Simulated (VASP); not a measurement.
AlRu:

```
Ru Al
1.0
     3.03097    0.00000    0.00000
     0.00000    3.03097    0.00000
     0.00000    0.00000    3.03097
Ru Al
1 1
Direct
  0.50000 0.50000 0.50000
  0.00000 0.00000 0.00000
```

This cell differs from its parent crystal: volume scaled by 1.04.

Base run:

```yaml
Program: VASP 6.6.1
Functional: PBE
Potentials_or_basis: VASP PAW PBE potentials, release 64 (Ru_pv, Al)
Cutoff: 520 eV
k_mesh: 9 × 9 × 9
Occupations: fermi-dirac, width 0.05 eV
Spin: no spin polarisation
```

Its results: pressure -5.4 GPa.

Task: After a change of settings the same cell gave: pressure -9.6 GPa. Which change was it?
A. functional from PBE to PBEsol
B. functional from PBE to r2SCAN; further incar settings from ALGO = Fast; EDIFF = 1e-06; NBANDS = 16 to ALGO = Normal; EDIFF = 1e-06; NBANDS = 16
C. functional from PBE to PBEsol; further incar settings from ALGO = Fast; EDIFF = 1e-06; NBANDS = 16 to ALGO = Normal; EDIFF = 1e-06; NBANDS = 16

Result: B.

Caveats: the PAW data sets were made with another functional, which shifts forces and pressure a little (some runs).
